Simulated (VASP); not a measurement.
# Al (I4/mmm) in VASP: a series of runs

The runs below take Al through single point, with r2SCAN.

Program: VASP 6.6.1. These are calculated values, not measurements. Logs are shortened: lines on timing, memory, paths and dates and some standing lists are left out, and cuts for length are marked.

## 1. The cell of the first run

Symmetry: I4/mmm, No. 139, tetragonal system. The conventional cell has a = 3.272 Å, b = 3.272 Å, c = 3.010 Å, α = 90.00°, β = 90.00°, γ = 90.00°. Within 3.6 Å of Al (site symmetry 4/mmm) lie 14 Al at 2.76 to 3.27 Å.

## 2. Single point, r2SCAN

POSCAR reads:

```
Al
1.0
   -1.6360651563      1.6360651563      1.5051799438
    1.6360651563     -1.6360651563      1.5051799438
    1.6360651563      1.6360651563     -1.5051799438
Al
1
Direct
    0.0000000000      0.0000000000      0.0000000000
```

INCAR.step1 reads:

```
ALGO     = Normal         # electronic algorithm
EDIFF    = 1E-4           # SCF threshold, eV
ENCUT    = 520            # plane-wave cutoff, eV
GGA      = PE             # functional
ISMEAR   = 0              # smearing method
LASPH    = True           # aspherical terms in the spheres
LCHARG   = False          # write CHGCAR
LREAL    = False          # projectors in reciprocal space
LWAVE    = True           # write WAVECAR
NBANDS   = 8              # bands
NELM     = 100            # most SCF steps
PREC     = Accurate       # precision mode
SIGMA    = 0.15           # smearing width, eV
```

INCAR.step2 reads:

```
ALGO     = Normal         # electronic algorithm
EDIFF    = 1E-6           # SCF threshold, eV
ENCUT    = 520            # plane-wave cutoff, eV
ISIF     = 2              # what is computed and relaxed
ISMEAR   = 0              # smearing method
ISTART   = 1            
LASPH    = True           # aspherical terms in the spheres
LCHARG   = False          # write CHGCAR
LMIXTAU  = True         
LREAL    = False          # projectors in reciprocal space
LWAVE    = False          # write WAVECAR
METAGGA  = R2SCAN         # meta-GGA
NBANDS   = 8              # bands
NELM     = 100            # most SCF steps
PREC     = Accurate       # precision mode
SIGMA    = 0.15           # smearing width, eV
```

KPOINTS reads:

```
k-points
0
Gamma
  24 24 24
```

Potentials or basis: VASP PAW PBE potentials, release 64 (Al).

Run with:

```console
cat potpaw_PBE.64/Al/POTCAR > POTCAR
cp INCAR.step1 INCAR
mpirun -np 1 vasp_std > vasp.out
cp INCAR.step2 INCAR
mpirun -np 1 vasp_std > vasp.out
```

OUTCAR:

```text
EDIFF = 1E-6
   ENCUT = 520
   ISIF = 2
   ISMEAR = 0
   ISTART = 1
   LASPH = True
   LREAL = False
   METAGGA = R2SCAN
   NELM = 100
   PREC = Accurate

 ion  position               nearest neighbor table
   1  0.000  0.000  0.000-

  LATTYP: Found a body centered tetragonal cell.
 ALAT       =     3.2721303126
 C/A-ratio  =     0.9200000000

  Lattice vectors:

 A1 = (  -1.6360651563,   1.6360651563,   1.5051799438)
 A2 = (   1.6360651563,  -1.6360651563,   1.5051799438)
 A3 = (   1.6360651563,   1.6360651563,  -1.5051799438)

Analysis of symmetry for initial positions (statically):
=====================================================================
 Subroutine PRICEL returns:
 Original cell was already a primitive cell.

 Routine SETGRP: Setting up the symmetry group for a
 body centered tetragonal supercell.

 Subroutine GETGRP returns: Found 16 space group operations
 (whereof 16 operations were pure point group operations)
 out of a pool of 16 trial point group operations.

The static configuration has the point symmetry D_4h.

Analysis of symmetry for dynamics (positions and initial velocities):
=====================================================================
 Subroutine PRICEL returns:
 Original cell was already a primitive cell.

 Routine SETGRP: Setting up the symmetry group for a
 body centered tetragonal supercell.

 Subroutine GETGRP returns: Found 16 space group operations
 (whereof 16 operations were pure point group operations)
 out of a pool of 16 trial point group operations.

The dynamic configuration has the point symmetry D_4h.

 Subroutine INISYM returns: Found 16 space group operations
 (whereof 16 operations are pure point group operations),
 and found     1 'primitive' translations

----------------------------------------------------------------------------------------

                                     Primitive cell

  volume of cell :      16.1157

  direct lattice vectors                    reciprocal lattice vectors
    -1.636065156  1.636065156  1.505179944     0.000000000  0.305611300  0.332186196
     1.636065156 -1.636065156  1.505179944     0.305611300  0.000000000  0.332186196
     1.636065156  1.636065156 -1.505179944     0.305611300  0.305611300  0.000000000

  length of vectors
     2.760250904  2.760250904  2.760250904     0.451382250  0.451382250  0.432199646

  position of ions in fractional coordinates (direct lattice)
     0.000000000  0.000000000  0.000000000

  ion indices of the primitive-cell ions
   primitive index   ion index
                 1           1

----------------------------------------------------------------------------------------

 KPOINTS: k-points

Automatic generation of k-mesh.
 Grid dimensions read from file:
 generate k-points for:   24   24   24

 Generating k-lattice:

  Cartesian coordinates                     Fractional coordinates (reciprocal lattice)
     0.000000000  0.012733804  0.013841092     0.041666667 -0.000000000  0.000000000
     0.012733804  0.000000000  0.013841092    -0.000000000  0.041666667  0.000000000
     0.012733804  0.012733804  0.000000000     0.000000000  0.000000000  0.041666667

  Length of vectors
     0.018807594  0.018807594  0.018008319

  Shift w.r.t. Gamma in fractional coordinates (k-lattice)
     0.000000000  0.000000000  0.000000000

 Subroutine IBZKPT returns following result:
 ===========================================

 Found   1063 irreducible k-points:

 Following reciprocal coordinates:
            Coordinates               Weight
  0.000000  0.000000  0.000000      1.000000
  0.041667  0.000000  0.000000      8.000000
  0.083333 -0.000000  0.000000      8.000000
  0.125000  0.000000 -0.000000      8.000000
  0.166667  0.000000  0.000000      8.000000
  0.208333  0.000000  0.000000      8.000000
[... 16 lines left out ...]
  0.416667  0.041667  0.000000     16.000000
  0.458333  0.041667 -0.000000     16.000000
 [... further k-points ...]
   k-points           NKPTS =   1063   k-points in BZ     NKDIM =   1063   number of bands    NBANDS=      8
   number of dos      NEDOS =    301   number of ions     NIONS =      1
   total plane-waves  NPLWV =  13824
   dimension x,y,z NGX =    24 NGY =   24 NGZ =   24
   dimension x,y,z NGXF=    48 NGYF=   48 NGZF=   48
   ions per type =               1
   NGX,Y,Z   is equivalent  to a cutoff of  14.45, 14.45, 14.45 a.u.
   NGXF,Y,Z  is equivalent  to a cutoff of  28.91, 28.91, 28.91 a.u.
 SYSTEM =  unknown system
   PREC   = accura    normal or accurate (medium, high low for compatibility)
   ISTART =      1    job   : 0-new  1-cont  2-samecut
   ICHARG =      0    charge: 1-file 2-atom 10-const
   ISPIN  =      1    spin polarized calculation?
   LNONCOLLINEAR =      F non collinear calculations
   LSORBIT =      F    spin-orbit coupling
   LASPH  =      T    aspherical Exc in radial PAW
   ENCUT  =  520.0 eV  38.22 Ry    6.18 a.u.   5.13  5.13  5.13*2*pi/ulx,y,z
   NELM   =    100;   NELMIN=  2; NELMDL=  0     # of ELM steps
   EDIFF  = 0.1E-05   stopping-criterion for ELM
   LREAL  =      F    real-space projection
   EDIFFG = 0.1E-04   stopping-criterion for IOM
   NSW    =      0    number of steps for IOM
   IBRION =     -1    ionic relax: 0-MD 1-quasi-New 2-CG
   NFREE  =      0    steps in history (QN), initial steepest desc. (CG)
   ISIF   =      2    stress and relaxation
   ISYM   =      2    0-nonsym 1-usesym 2-fastsym
   POTIM  = 0.5000    time-step for ionic-motion
   TEBEG  =    0.0;   TEEND  =   0.0 temperature during run
   PSTRESS=    0.0 pullay stress
   NELECT =       3.0000    total number of electrons
   NUPDOWN=      -1.0000    fix difference up-down
   EMIN   =  10.00;   EMAX   =-10.00  energy-range for DOS
   EFERMI =   0.00;   METHOD = LEGACY
   ISMEAR =     0;   SIGMA  =   0.15  broadening in eV -4-tet -1-fermi 0-gaus
   EFERMI_NEDOS =   21; number of points for ismear=-14 and -15
   IALGO  =     38    algorithm
   IMIX   =      4    mixing-type and parameters
     AMIX     =   0.40;   BMIX     =  1.00
     AMIX_MAG =   1.60;   BMIX_MAG =  1.00
  volume/ion in A,a.u.               =      16.12       108.75
  Fermi-wavevector in a.u.,A,eV,Ry     =   0.934757  1.766435 11.888371  0.873771
  Thomas-Fermi vector in A             =   2.061595
   LORBIT       =      0    0 simple, 1 ext, 2 COOP (PROOUT), +10 PAW based schemes
   METAGGA = R2SCAN    functional components
   LHFCALC =     F    Hartree Fock is set to
   AEXX    =    0.0000 exact exchange contribution
   IVDW    =     0    specifies the selected vdW correction
   LEPSILON=     F    determine dielectric tensor
   LRPA    =     F    only Hartree local field effects (RPA)
 non-spin polarized calculation
 Gauss-broadening in eV      SIGMA  =   0.15
  energy-cutoff  :      520.00
  volume of cell :       16.12
 maximum number of plane-waves:       450
 NGX is ok and might be reduce to    24
   NGX = 11   NGY = 11   NGZ = 11

 number of electron       3.0000000 magnetization

 Free energy of the ion-electron system (eV)
  ---------------------------------------------------
  ext. energy  EPLUGINS =         0.00000000
  ---------------------------------------------------
  free energy    TOTEN  =        -6.63371501 eV

  energy without entropy =       -6.62907407  energy(sigma->0) =       -6.63139454

 E-fermi :   8.2816     XC(G=0): -11.0084

 val. band max:        8.2811355964   @ k =   0.2500   0.1667   0.1667
 cond. band min:       8.2865942472   @ k =  -0.3333   0.5000   0.3333
 fundamental gap:      0.0054586508
 Fermi energy:         8.2815872124

 k-point     1 :       0.0000    0.0000    0.0000
  band No.  band energies     occupation
      1      -3.7497      2.00000
      2      21.1025      0.00000
      3      23.3002      0.00000
      4      23.3002      0.00000
      5      23.8309      0.00000
      6      23.8309      0.00000
      7      24.4274      0.00000
      8      25.3403      0.00000

 k-point     2 :       0.0417    0.0000    0.0000
  band No.  band energies     occupation
      1      -3.6941      2.00000
      2      20.8072      0.00000
      3      22.5594      0.00000
      4      22.8902      0.00000
      5      23.3385      0.00000
      6      24.3262      0.00000
      7      24.6989      0.00000
      8      25.6226      0.00000

 k-point     3 :       0.0833   -0.0000    0.0000
  band No.  band energies     occupation
      1      -3.5271      2.00000
      2      20.1799      0.00000
      3      20.9740      0.00000
      4      22.1335      0.00000
      5      22.5313      0.00000
      6      24.9307      0.00000
      7      25.2822      0.00000
      8      25.5266      0.00000

 k-point     4 :       0.1250    0.0000   -0.0000
  band No.  band energies     occupation
      1      -3.2492      2.00000
      2      19.1003      0.00000
      3      19.4904      0.00000
      4      21.2767      0.00000
      5      21.7871      0.00000
      6      24.2624      0.00000
      7      25.9891      0.00000
      8      26.4527      0.00000

 k-point     5 :       0.1667    0.0000    0.0000
  band No.  band energies     occupation
      1      -2.8612      2.00000
      2      17.1742      0.00000
      3      18.8346      0.00000
      4      20.4290      0.00000
      5      21.0987      0.00000
      6      23.5470      0.00000
      7      26.4491      0.00000
      8      27.2940      0.00000
[... 177 lines left out ...]
 k-point    22 :       0.3750    0.0417    0.0000
  band No.  band energies     occupation
      1       1.2646      2.00000
      2       7.5961      2.00000
      3      16.0944      0.00000
      4      16.9531      0.00000
      5      19.1843      0.00000
      6      21.1003      0.00000
      7      28.2223      0.00000
      8      32.6526      0.00000

 k-point    23 :       0.4167    0.0417    0.0000
  band No.  band energies     occupation
      1       2.3250      2.00000
      2       6.1555      2.00000
      3      15.8134      0.00000
      4      16.8546      0.00000
      5      18.9555      0.00000
      6      20.9642      0.00000
      7      28.9148      0.00000
      8      33.2851      0.00000

 k-point    24 :       0.4583    0.0417   -0.0000
  band No.  band energies     occupation
      1       3.4066      2.00000
      2       4.8877      2.00000
      3      15.6301      0.00000
      4      16.8508      0.00000
      5      18.8154      0.00000
      6      20.9281      0.00000
      7      29.6090      0.00000
      8      33.3135      0.00000

 [... further k-points ...]

------------------------ aborting loop because EDIFF is reached ----------------------------------------

  FORCE on cell =-STRESS in cart. coord.  units (eV):
  Direction    XX          YY          ZZ          XY          YZ          ZX
  --------------------------------------------------------------------------------------
  -------------------------------------------------------------------------------------
  Total        0.0946821      0.0946821     -0.1369081      0.0000000      0.0000000      0.0000000
  in kB        9.4130127      9.4130127    -13.6110059      0.0000000      0.0000000      0.0000000
  external PRESSURE =       1.7383398 kB  Pullay stress =       0.0000000 kB

 VOLUME and BASIS-vectors are now :
 -----------------------------------------------------------------------------
  energy-cutoff  :      520.00
  volume of cell :       16.12
      direct lattice vectors                 reciprocal lattice vectors
    -1.636065156  1.636065156  1.505179944     0.000000000  0.305611300  0.332186196
     1.636065156 -1.636065156  1.505179944     0.305611300  0.000000000  0.332186196
     1.636065156  1.636065156 -1.505179944     0.305611300  0.305611300  0.000000000

 POSITION                                       TOTAL-FORCE (eV/Angst)
 -----------------------------------------------------------------------------------
      0.00000      0.00000      0.00000         0.000000      0.000000      0.000000
 -----------------------------------------------------------------------------------
    total drift:                                0.000000      0.000000      0.000000

  FREE ENERGIE OF THE ION-ELECTRON SYSTEM (eV)
  ---------------------------------------------------
  free  energy   TOTEN  =        -6.6337150116 eV

  energy  without entropy=       -6.6290740725  energy(sigma->0) =       -6.63139454
```

Wall time 2.3 min (1 thread of Intel Xeon 6975P-C (Granite Rapids), shared host); peak memory 0.23 GiB.

Results:

* Free energy: -6.6337 eV
* Pressure: 0.2 GPa
* Band gap on the k mesh: zero (an odd number of electrons rules out a gap without spin polarisation)

Caveat: the PAW data sets were made with another functional, which shifts forces and pressure a little.

(Continued in part 2 of 2.)
